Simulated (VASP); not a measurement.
Wanted: the native input for a VASP 6.6.1 run.

```yaml
Task: single point
Functional: PBE
Potentials_or_basis: VASP PAW PBE potentials, release 64 (Ag)
Cutoff: 520 eV
k_mesh: 14 × 14 × 4
Occupations: fermi-dirac, width 0.08 eV
Spin: no spin polarisation
Dipole_correction: no
Further_INCAR_settings: ALGO = Normal; EDIFF = 1e-06; NBANDS = 30
```

The structure of Ag lies in POSCAR:

```
Ag
1.0
    2.8861989086      0.0000000000      0.0000000000
   -1.4430994543      2.4995215753      0.0000000000
    0.0000000000      0.0000000000     10.3000000000
Ag
4
Direct
    0.3333333333      0.6666666667      0.2500000000
    0.6666666667      0.3333333333      0.7500000000
    0.0000000000      0.0000000000      0.0000000000
    0.0000000000      0.0000000000      0.5000000000
```

This isn't the form of Ag at room conditions, which is fcc.

This cell differs from its parent crystal: zz strain of +3 %.

The input as run:

INCAR

```
SYSTEM = Ag
PREC = Accurate
ENCUT = 520
EDIFF = 1E-6
ISMEAR = -1
SIGMA = 0.08
LREAL = .FALSE.
LASPH = .TRUE.
NELM = 60
ALGO = Normal
ISIF = 2
LWAVE = .FALSE.
LCHARG = .FALSE.
GGA = PE
NBANDS = 30
```

KPOINTS

```
regular mesh
0
G
  14 14 4
  0 0 0
```

Potentials or basis: VASP PAW PBE potentials, release 64 (Ag).

The run is started by

```console
$ cat potpaw_PBE.64/Ag/POTCAR > POTCAR
$ mpirun -np 1 vasp_std > vasp.out
```

It gave:

| Item | Value |
| --- | --- |
| Pressure | -2.4 GPa |
| Band gap on the k mesh | zero (bands 22 and 23 overlap by 6.20 eV) |

Caveat: the cell differs from its parent crystal (zz strain of +3 %); the stress differs along the axes, from -7 to -0 GPa.

Run time: 110 s on 1 thread of Intel(R) Xeon(R) Platinum 8259CL CPU @ 2.50GHz (Skylake/Cascade Lake), with other jobs on the host, peak memory 0.27 GiB.
